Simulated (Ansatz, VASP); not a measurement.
**InSb in VASP and in Ansatz**

```
In Sb
1.0
     0.00000    3.27106    3.22739
     3.27106    0.00000    3.22739
     3.27106    3.27106    0.00000
In Sb
1 1
Direct
  0.00000 0.00000 0.00000
  0.25000 0.25000 0.25000
```

Change from the starting cell: strained cell.

Alike in both runs: functional PBEsol; k mesh 10 × 10 × 10; occupations gaussian, width 0.1 eV; no spin polarisation.

Ansatz relaxed the structure, and its values are those at the end. VASP's run is a single point on that final structure, the one shown.

```csv
,VASP,Ansatz
version,VASP 6.6.1,Ansatz 0.2.0
potentials or method,"VASP PAW PBE potentials, release 64 (In_d, Sb), cutoff 500 eV","scalar-relativistic, plane waves, PAW"
valence electrons in the cell,18,28
```

|  | VASP | Ansatz | Ansatz less VASP |
| --- | --- | --- | --- |
| gap on the k mesh at the Fermi level (eV) | none | none | - |
| pressure (GPa) | 0.1 | 0.1 | -0.02 |

VASP's potentials were made for PBE, not for PBEsol. A gap of «none» marks a metal or a gap that the smearing closes. The functional is the same, so the differences come from potentials, cutoffs and numerics. VASP's potentials hold 18 valence electrons a cell and Ansatz's 28, so a difference there can come from the potentials and not from the codes. Ansatz's warnings: stress scf threshold loose.

Spin-orbit coupling is off throughout.
